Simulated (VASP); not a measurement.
KI:

```
K I
1.0
     0.00000    3.53277    3.53277
     3.53277    0.00000    3.53277
     3.53277    3.53277    0.00000
K I
1 1
Direct
  0.00000 0.00000 0.00000
  0.50000 0.50000 0.50000
```

Base run:

| Item | Value |
| --- | --- |
| Program | VASP 6.6.1 |
| Functional | PBEsol |
| Potentials or basis | VASP PAW PBE potentials, release 64 (K_sv, I) |
| Cutoff | 400 eV |
| k mesh | 4 × 4 × 4 |
| Occupations | fermi-dirac, width 0.02 eV |
| Spin | no spin polarisation |

Its results: band gap on the k mesh 3.81 eV; pressure -0.2 GPa.

Q: After a change of settings the same cell gave: band gap on the k mesh 4.95 eV; pressure 0.4 GPa. Which change was it?
A. k mesh from 4 × 4 × 4 to 3 × 3 × 3
B. functional from PBEsol to HSE06
C. k mesh from 4 × 4 × 4 to 10 × 10 × 10
D. k mesh from 4 × 4 × 4 to 7 × 7 × 7

A: B.

Caveats: the PAW data sets were made with another functional, which shifts forces and pressure a little; spin-orbit coupling is left out, which moves the levels of the heavy elements.
